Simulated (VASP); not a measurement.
Here is a VASP 6.6.1 calculation.

The input INCAR:

```
SYSTEM = Al2Ru
ALGO = Fast
EDIFF = 1E-6
EDIFFG = -0.01
ENCUT = 600
GGA = PS
IBRION = 2
ISIF = 3
ISMEAR = 0
LASPH = .True.
LCHARG = .False.
LREAL = .False.
LWAVE = .False.
NELM = 80
NSW = 80
PREC = Accurate
SIGMA = 0.1
```

KPOINTS

```
k-points
0
Gamma
  12 12 16
  0 0 0
```

File POSCAR:

```
Al2Ru
1.0
    4.1789290542      0.0000000000      0.0000000000
   -2.0894645271      3.6190587215      0.0000000000
    0.0000000000      0.0000000000      2.7635632012
Ru Al
1 2
Direct
    0.0000000000      0.0000000000      0.0000000000
    0.3333333333      0.6666666667      0.5000000000
    0.6666666667      0.3333333333      0.5000000000
```

Potentials or basis: VASP PAW PBE potentials, release 64 (Ru_pv, Al).

The run is started by

```sh
$ cat potpaw_PBE.64/Ru_pv/POTCAR potpaw_PBE.64/Al/POTCAR > POTCAR
$ mpirun -np 1 vasp_std > vasp.out
```

Task: Predict the band gap on the k mesh.

Result: Zero (band 10 reaches 12.35 eV, above the bottom of band 11 at 9.98 eV).

Task: Predict the space group after relaxing (to 0.05 Å).

Result: P6/mmm (No. 191).

Final structure:
```yaml
crystal:
  lattice:
    - [4.18621, 0.00000, 0.00000]
    - [-2.09311, 3.62537, 0.00000]
    - [0.00000, 0.00000, 2.75924]
  atoms:
    - { symbol: Ru, position: [0.00000, 0.00000, 0.00000] }
    - { symbol: Al, position: [0.33333, 0.66667, 0.50000] }
    - { symbol: Al, position: [0.66667, 0.33333, 0.50000] }
```
